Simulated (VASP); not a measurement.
# CdSe (F-43m) in VASP: single point with PBEsol

Aim: the single point of CdSe with PBEsol.

Everything below comes from runs of VASP 6.6.1. Logs are shortened: lines on timing, memory, paths and dates and some standing lists are left out, and cuts for length are marked.

## 1. The cell of the first run

Symmetry: F-43m, No. 216, cubic system. Conventional cell: a = 5.950 Å, b = 5.950 Å, c = 5.950 Å, α = 90.00°, β = 90.00°, γ = 90.00°. Cd (site symmetry -43m) has 4 Se at 2.58 Å within 3.4 Å. Se (site symmetry -43m) has 4 Cd at 2.58 Å within 3.4 Å.

## 2. Single point, PBEsol, non-collinear spin, zero start, spin-orbit coupling

Contents of INCAR:

```
SYSTEM = CdSe
PREC = Accurate
ENCUT = 520
EDIFF = 1E-7
ISMEAR = -1
SIGMA = 0.01
LREAL = .FALSE.
LASPH = .TRUE.
NELM = 150
ALGO = Normal
ISIF = 2
LWAVE = .FALSE.
LCHARG = .FALSE.
MAGMOM = 0 0 0 0 0 0
LORBIT = 11
LSORBIT = .TRUE.
GGA_COMPAT = .FALSE.
LORBMOM = .TRUE.
GGA = PS
NBANDS = 30
```

Contents of KPOINTS:

```
regular mesh
0
G
  6 6 6
  0 0 0
```

Contents of POSCAR:

```
CdSe
1.0
    2.9752299717      2.9752299717      0.0000000000
   -2.9752299717      2.9752299717      0.0000000000
    0.0000000000      2.9752299717      2.9752299717
Cd Se
1 1
Direct
    0.0000000000      0.0000000000      0.0000000000
    0.7500000000      0.2500000000      0.5000000000
```

Potentials or basis: VASP PAW PBE potentials, release 64 (Cd, Se).

On the command line:

```
> cat potpaw_PBE.64/Cd/POTCAR potpaw_PBE.64/Se/POTCAR > POTCAR
> mpirun -np 1 vasp_ncl > vasp.out
```

OUTCAR:

```text
SYSTEM = CdSe
   PREC = Accurate
   ENCUT = 520
   EDIFF = 1E-7
   ISMEAR = -1
   LREAL = .FALSE.
   LASPH = .TRUE.
   NELM = 150
   ISIF = 2
   LORBIT = 11
   LSORBIT = .TRUE.
   GGA = PS

 ion  position               nearest neighbor table
   1  0.000  0.000  0.000-   2 2.58   2 2.58   2 2.58   2 2.58
   2  0.750  0.250  0.500-   1 2.58   1 2.58   1 2.58   1 2.58

  LATTYP: Found a face centered cubic cell.
 ALAT       =     5.9504599434

  Lattice vectors:

 A1 = (   0.0000000000,   2.9752299717,   2.9752299717)
 A2 = (   2.9752299717,   0.0000000000,   2.9752299717)
 A3 = (   2.9752299717,   2.9752299717,   0.0000000000)

Analysis of symmetry for initial positions (statically):
=====================================================================
 Subroutine PRICEL returns:
 Original cell was already a primitive cell.

 Routine SETGRP: Setting up the symmetry group for a
 face centered cubic supercell.

 Subroutine GETGRP returns: Found 24 space group operations
 (whereof 24 operations were pure point group operations)
 out of a pool of 48 trial point group operations.

The static configuration has the point symmetry T_d .

Analysis of symmetry for dynamics (positions and initial velocities):
=====================================================================
 Subroutine PRICEL returns:
 Original cell was already a primitive cell.

 Routine SETGRP: Setting up the symmetry group for a
 face centered cubic supercell.

 Subroutine GETGRP returns: Found 24 space group operations
 (whereof 24 operations were pure point group operations)
 out of a pool of 48 trial point group operations.

The dynamic configuration has the point symmetry T_d .

Analysis of structural, dynamic, and magnetic symmetry:
=====================================================================
 Subroutine PRICEL returns:
 Original cell was already a primitive cell.

 Routine SETGRP: Setting up the symmetry group for a
 face centered cubic supercell.

 Subroutine GETGRP returns: Found 24 space group operations
 (whereof 24 operations were pure point group operations)
 out of a pool of 48 trial point group operations.

The overall configuration has the point symmetry T_d .

 Subroutine INISYM returns: Found 24 space group operations
 (whereof 24 operations are pure point group operations),
 and found     1 'primitive' translations

----------------------------------------------------------------------------------------

                                     Primitive cell

  volume of cell :      52.6734

  direct lattice vectors                    reciprocal lattice vectors
     2.975229972  2.975229972  0.000000000     0.168054236  0.168054236 -0.168054236
    -2.975229972  2.975229972  0.000000000    -0.168054236  0.168054236 -0.168054236
     0.000000000  2.975229972  2.975229972     0.000000000  0.000000000  0.336108472

  length of vectors
     4.207610577  4.207610577  4.207610577     0.291078475  0.291078475  0.336108472

  position of ions in fractional coordinates (direct lattice)
     0.000000000  0.000000000  0.000000000
     0.750000000  0.250000000  0.500000000

  ion indices of the primitive-cell ions
   primitive index   ion index
                 1           1
                 2           2

----------------------------------------------------------------------------------------

 KPOINTS: regular mesh

Automatic generation of k-mesh.
 Grid dimensions read from file:
 generate k-points for:    6    6    6

 Generating k-lattice:

  Cartesian coordinates                     Fractional coordinates (reciprocal lattice)
     0.028009039  0.028009039 -0.028009039     0.166666667  0.000000000  0.000000000
    -0.028009039  0.028009039 -0.028009039     0.000000000  0.166666667  0.000000000
     0.000000000  0.000000000  0.056018079     0.000000000  0.000000000  0.166666667

  Length of vectors
     0.048513079  0.048513079  0.056018079

  Shift w.r.t. Gamma in fractional coordinates (k-lattice)
     0.000000000  0.000000000  0.000000000

 Subroutine IBZKPT returns following result:
 ===========================================

 Found     22 irreducible k-points:

 Following reciprocal coordinates:
            Coordinates               Weight
  0.000000  0.000000  0.000000      1.000000
  0.166667  0.000000  0.000000      4.000000
 -0.166667  0.000000  0.000000      4.000000
  0.333333  0.000000  0.000000      4.000000
 -0.333333  0.000000  0.000000      4.000000
  0.500000  0.000000  0.000000      4.000000
[... 14 lines left out ...]
  0.500000  0.333333  0.166667     24.000000
  0.500000  0.500000  0.166667     12.000000
   k-points           NKPTS =     22   k-points in BZ     NKDIM =     22   number of bands    NBANDS=     30
   number of dos      NEDOS =    301   number of ions     NIONS =      2
   total plane-waves  NPLWV =  32768
[... 24 lines left out ...]
   TEBEG  =    0.0;   TEEND  =   0.0 temperature during run
   PSTRESS=    0.0 pullay stress
   NELECT =      18.0000    total number of electrons
   NUPDOWN=      -1.0000    fix difference up-down
   EMIN   =  10.00;   EMAX   =-10.00  energy-range for DOS
   EFERMI =   0.00;   METHOD = LEGACY
   ISMEAR =    -1;   SIGMA  =   0.01  broadening in eV -4-tet -1-fermi 0-gaus
   EFERMI_NEDOS =   21; number of points for ismear=-14 and -15
   IALGO  =     38    algorithm
   IMIX   =      4    mixing-type and parameters
     AMIX     =   0.40;   BMIX     =  1.00
     AMIX_MAG =   1.60;   BMIX_MAG =  1.00
  volume/ion in A,a.u.               =      26.34       177.73
  Fermi-wavevector in a.u.,A,eV,Ry     =   1.144551  2.162888 17.823589  1.309997
  Thomas-Fermi vector in A             =   2.281243
   LORBIT       =     11    0 simple, 1 ext, 2 COOP (PROOUT), +10 PAW based schemes
   GGA     = PS    functional components
   LHFCALC =     F    Hartree Fock is set to
   AEXX    =    0.0000 exact exchange contribution
   IVDW    =     0    specifies the selected vdW correction
   LEPSILON=     F    determine dielectric tensor
   LRPA    =     F    only Hartree local field effects (RPA)
  energy-cutoff  :      520.00
  volume of cell :       52.67
 maximum number of plane-waves:      2870
   NGX = 15   NGY = 15   NGZ = 15

 number of electron      18.0000000 magnetization       0.0000000      0.0000000      0.0000000

 number of electron      17.9999997 magnetization      -0.0000000     -0.0000000     -0.0000000

 number of electron      17.9999997 magnetization       0.0000000      0.0000000     -0.0000000

 number of electron      17.9999997 magnetization       0.0000000     -0.0000000     -0.0000000

 Free energy of the ion-electron system (eV)
  ---------------------------------------------------
  ext. energy  EPLUGINS =         0.00000000
  ---------------------------------------------------
  free energy    TOTEN  =        -6.17142630 eV

  energy without entropy =       -6.17142630  energy(sigma->0) =       -6.17142630

 E-fermi :   1.7508     XC(G=0):  -9.4017

 val. band max:        1.4834970593   @ k =   0.0000   0.0000   0.0000
 cond. band min:       1.9748341571   @ k =   0.0000   0.0000   0.0000
 fundamental gap:      0.4913370978
 Fermi energy:         1.7508111169

 k-point     1 :       0.0000    0.0000    0.0000
  band No.  band energies     occupation
      1     -11.6569      1.00000
      2     -11.6569      1.00000
      3      -7.0685      1.00000
      4      -7.0685      1.00000
      5      -7.0685      1.00000
      6      -7.0685      1.00000
[... 715 lines left out ...]
     29      14.3129      0.00000
     30      14.3828      0.00000

------------------------ aborting loop because EDIFF is reached ----------------------------------------

  FORCE on cell =-STRESS in cart. coord.  units (eV):
  Direction    XX          YY          ZZ          XY          YZ          ZX
  --------------------------------------------------------------------------------------
  -------------------------------------------------------------------------------------
  Total        1.4521761      1.4521761      1.4521761      0.0000000      0.0000000     -0.0000000
  in kB       44.1711050     44.1711050     44.1711050      0.0000000      0.0000000     -0.0000000
  external PRESSURE =      44.1711050 kB  Pullay stress =       0.0000000 kB

 VOLUME and BASIS-vectors are now :
 -----------------------------------------------------------------------------
  energy-cutoff  :      520.00
  volume of cell :       52.67
      direct lattice vectors                 reciprocal lattice vectors
     2.975229972  2.975229972  0.000000000     0.168054236  0.168054236 -0.168054236
    -2.975229972  2.975229972  0.000000000    -0.168054236  0.168054236 -0.168054236
     0.000000000  2.975229972  2.975229972     0.000000000  0.000000000  0.336108472

 POSITION                                       TOTAL-FORCE (eV/Angst)
 -----------------------------------------------------------------------------------
      0.00000      0.00000      0.00000        -0.000000     -0.000000      0.000000
      1.48761      4.46284      1.48761         0.000000      0.000000      0.000000
 -----------------------------------------------------------------------------------
    total drift:                                0.000000      0.000000     -0.000000

  FREE ENERGIE OF THE ION-ELECTRON SYSTEM (eV)
  ---------------------------------------------------
  free  energy   TOTEN  =        -6.1714262968 eV

  energy  without entropy=       -6.1714262968  energy(sigma->0) =       -6.17142630

 orbital moment (x)

 # of ion     p       d       tot
 ----------------------------------------
  1         0.000   0.000   0.000
  2        -0.000  -0.000  -0.000
 ----------------------------------------
           -0.000   0.000   0.000

 orbital moment (y)

 # of ion     p       d       tot
 ----------------------------------------
  1        -0.000  -0.000  -0.000
  2         0.000   0.000   0.000
 ----------------------------------------
           -0.000  -0.000  -0.000

 orbital moment (z)

 # of ion     p       d       tot
 ----------------------------------------
  1         0.000   0.000   0.000
  2         0.000   0.000   0.000
 ----------------------------------------
            0.000   0.000   0.000

 Spin-Orbit-Coupling matrix elements

 Ion:    1  E_soc:     -0.0606073
 l=   1
     0.0000000    -0.0030412    -0.0030412
    -0.0030412     0.0000000    -0.0030412
    -0.0030412    -0.0030412     0.0000000
 l=   2
     0.0000000    -0.0014408     0.0000000    -0.0014408    -0.0056192
    -0.0014408     0.0000000    -0.0042144    -0.0014408    -0.0014048
     0.0000000    -0.0042144     0.0000000    -0.0042144     0.0000000
    -0.0014408    -0.0014408    -0.0042144     0.0000000    -0.0014048
    -0.0056192    -0.0014048     0.0000000    -0.0014048     0.0000000
 l=   3
     0.0000000     0.0000000     0.0000000     0.0000000     0.0000000     0.0000000     0.0000000
     0.0000000     0.0000000     0.0000000     0.0000000     0.0000000     0.0000000     0.0000000
     0.0000000     0.0000000     0.0000000     0.0000000     0.0000000     0.0000000     0.0000000
     0.0000000     0.0000000     0.0000000     0.0000000     0.0000000     0.0000000     0.0000000
     0.0000000     0.0000000     0.0000000     0.0000000     0.0000000     0.0000000     0.0000000
     0.0000000     0.0000000     0.0000000     0.0000000     0.0000000     0.0000000     0.0000000
     0.0000000     0.0000000     0.0000000     0.0000000     0.0000000     0.0000000     0.0000000

 Ion:    2  E_soc:     -0.0392762
 l=   1
     0.0000000    -0.0065369    -0.0065369
    -0.0065369     0.0000000    -0.0065369
    -0.0065369    -0.0065369     0.0000000
 l=   2
     0.0000000    -0.0000041     0.0000000    -0.0000041    -0.0000050
    -0.0000041     0.0000000    -0.0000038    -0.0000041    -0.0000013
     0.0000000    -0.0000038     0.0000000    -0.0000038     0.0000000
    -0.0000041    -0.0000041    -0.0000038     0.0000000    -0.0000013
    -0.0000050    -0.0000013     0.0000000    -0.0000013     0.0000000
 l=   3
     0.0000000     0.0000000     0.0000000     0.0000000     0.0000000     0.0000000     0.0000000
     0.0000000     0.0000000     0.0000000     0.0000000     0.0000000     0.0000000     0.0000000
     0.0000000     0.0000000     0.0000000     0.0000000     0.0000000     0.0000000     0.0000000
     0.0000000     0.0000000     0.0000000     0.0000000     0.0000000     0.0000000     0.0000000
     0.0000000     0.0000000     0.0000000     0.0000000     0.0000000     0.0000000     0.0000000
     0.0000000     0.0000000     0.0000000     0.0000000     0.0000000     0.0000000     0.0000000
     0.0000000     0.0000000     0.0000000     0.0000000     0.0000000     0.0000000     0.0000000

 total charge

# of ion       s       p       d       tot
------------------------------------------
    1        0.461   0.359   9.552  10.372
    2        1.443   2.414   0.028   3.885
--------------------------------------------------
tot          1.903   2.773   9.580  14.256

 magnetization (x)

# of ion       s       p       d       tot
------------------------------------------
    1       -0.000   0.000  -0.000  -0.000
    2        0.000   0.000  -0.000   0.000
--------------------------------------------------
tot         -0.000   0.000  -0.000   0.000

 magnetization (y)

# of ion       s       p       d       tot
------------------------------------------
    1        0.000   0.000   0.000   0.000
    2        0.000   0.000   0.000   0.000
--------------------------------------------------
tot          0.000   0.000   0.000   0.000

 magnetization (z)

# of ion       s       p       d       tot
------------------------------------------
    1       -0.000   0.000  -0.000   0.000
    2        0.000  -0.000   0.000  -0.000
--------------------------------------------------
tot         -0.000   0.000  -0.000   0.000
```

Wall time 70 s (1 thread of Intel Xeon Platinum 8488C (Sapphire Rapids), shared host); peak memory 0.33 GiB.

What came out:

| Item | Value |
| --- | --- |
| Free energy | -6.1714 eV |
| Pressure | 4.4 GPa |
| Net moment | 0.00 μB per cell |
| Valence electrons inside the program's atomic spheres | Cd 10.37; Se 3.88 |

Moments on the atoms (μB; x, y, z):
```
Cd  0.00 0.00 0.00
Se  0.00 0.00 0.00
```

Caveat: the PAW data sets were made with another functional, which shifts forces and pressure a little.
